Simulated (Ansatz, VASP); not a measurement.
Given: the input of a run of VASP 6.6.1 on Te.

Contents of INCAR:

```
ALGO = Normal
EDIFF = 1E-7
EDIFFG = -0.01
ENCUT = 600
GGA = RP
IBRION = 2
ISIF = 3
ISMEAR = -1
IVDW = 13
LASPH = True
LCHARG = False
LREAL = False
LWAVE = False
NELM = 100
NSW = 60
PREC = Accurate
SIGMA = 0.05
```

Contents of KPOINTS:

```
k-points
0
Gamma
  7 7 5
```

Contents of POSCAR:

```
Te
1.0
    4.4540000000      0.0000000000      0.0000000000
   -2.2270000000      3.8572771485      0.0000000000
    0.0000000000      0.0000000000      5.9240000000
Te
3
Direct
    0.7310000000      0.7310000000      0.0000000000
    0.0000000000      0.2690000000      0.6666666667
    0.2690000000      0.0000000000      0.3333333333
```

Potentials or basis: VASP PAW PBE potentials, release 64 (Te).

Launch:

```console
$ cat potpaw_PBE.64/Te/POTCAR > POTCAR
$ mpirun -np 1 vasp_std > vasp.out
```

**Question.** Set up the same calculation for Ansatz 0.2.0. Potentials there: Ansatz PAW.

**Answer.** As run (the cutoff follows the program's own potentials):

File input.yaml:

```yaml
crystal:
  lattice:
    - [4.454, 0.0, 0.0]
    - [-2.227, 3.8572771485, 0.0]
    - [0.0, 0.0, 5.924]
  atoms:
    - { symbol: Te, position: [0.731, 0.731, 0.0] }
    - { symbol: Te, position: [0.0, 0.269, 0.6666666667] }
    - { symbol: Te, position: [0.269, 0.0, 0.3333333333] }
hamiltonian:
  xc: rpbe
  pseudopotentials: { kind: paw }
  dispersion: d4
kpoints:
  mp_grid: { grid: [7, 7, 5] }
scf:
  occupations: { method: fermi_dirac, width: 0.05 }
output:
  forces: true
  stress: true
relax:
  f_tol: 0.01
  max_steps: 40
  cell: { stress_tol: 0.05 }
```

Potentials or basis: Ansatz PAW.

Command:

```console
$ ansatz run input.yaml --threads 2 --pin off --max-ram 5632MiB --backend cpu --events-out ev --progress --plain --runs-dir out
```

Both were run:

|  | VASP | Ansatz | Ansatz less VASP |
| --- | --- | --- | --- |
| relaxed volume (Å³/atom) | 30.75 | 30.77 | +0.020 |
| relaxed cell length with the largest relative difference (Å) | 4.212 | 4.213 | +0.0012 |

VASP's potentials were made for PBE, not for RPBE. VASP's potentials hold 18 valence electrons a cell and Ansatz's 48, so a difference there can come from the potentials and not from the codes.

Spin-orbit coupling is off throughout. Noted on Ansatz's run: the plane-wave basis is chosen anew once the cell has moved, so the energies of steps on either side of that aren't comparable.
